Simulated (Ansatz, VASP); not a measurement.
# C in VASP and in Ansatz

The input INCAR:

```
PREC     = Accurate       # precision mode
ENCUT    = 520            # plane-wave cutoff, eV
EDIFF    = 1E-7           # SCF threshold, eV
ISMEAR   = 0              # smearing method
SIGMA    = 0.05           # smearing width, eV
LREAL    = False          # projectors in reciprocal space
LASPH    = True           # aspherical terms in the spheres
NELM     = 60             # most SCF steps
ALGO     = Normal         # electronic algorithm
ISIF     = 2              # what is computed and relaxed
LWAVE    = False          # write WAVECAR
LCHARG   = True           # write CHGCAR
GGA      = PE             # functional
LELF     = True           # ELF
LVHAR    = True         
NBANDS   = 11             # bands
```

Contents of KPOINTS:

```
Automatic mesh
0
Gamma
  12 12 12
```

POSCAR

```
C
1.0
    0.0000000000      1.6407280000      1.7120640000
    1.6407280000      0.0000000000      1.7120640000
    1.6407280000      1.6407280000      0.0000000000
C
2
Direct
    0.5000000000      0.5000000000      0.5000000000
    0.7500000000      0.7500000000      0.7500000000
```

Input for Ansatz:

```yaml
crystal:
  lattice:
    - [0.0, 1.640728, 1.712064]
    - [1.640728, 0.0, 1.712064]
    - [1.640728, 1.640728, 0.0]
  atoms:
    - { symbol: C, position: [0.5, 0.5, 0.5] }
    - { symbol: C, position: [0.75, 0.75, 0.75] }
basis:
  ecutwfc: 420
kpoints:
  mp_grid: { grid: [12, 12, 12] }
hamiltonian:
  xc: pbe
scf:
  occupations: { method: gaussian, width: 0.05 }
output:
  forces: true
  stress: true
  eigenvalues: true
```

Change from the starting cell: strain -0.080 along x and y, -0.040 along z, atoms carried along.

Alike in both runs: task single point; functional PBE; k mesh 12 × 12 × 12; occupations gaussian, width 0.05 eV; no spin polarisation.

```csv
,VASP,Ansatz
version,VASP 6.6.1,Ansatz 0.2.0
potentials or method,"VASP PAW PBE potentials, release 64 (C), cutoff 520 eV","scalar-relativistic, plane waves, PAW"
valence electrons in the cell,8,8
```

```tsv
	VASP	Ansatz	Ansatz less VASP
gap on the k mesh at the Fermi level (eV)	4.04	4.05	+0.016
least direct gap on the mesh (eV)	5.73	5.75	+0.012
pressure (GPa)	136.0	134.5	-1.57
traceless stress, the component that is largest in VASP (GPa)	-33.89	-33.94	-0.049
```

Both programs put the cell under a high pressure, so it lies far from rest at this level. The functional is the same, so the differences come from potentials, cutoffs and numerics.

Noted on VASP's run: the cell as given lies far from equilibrium.
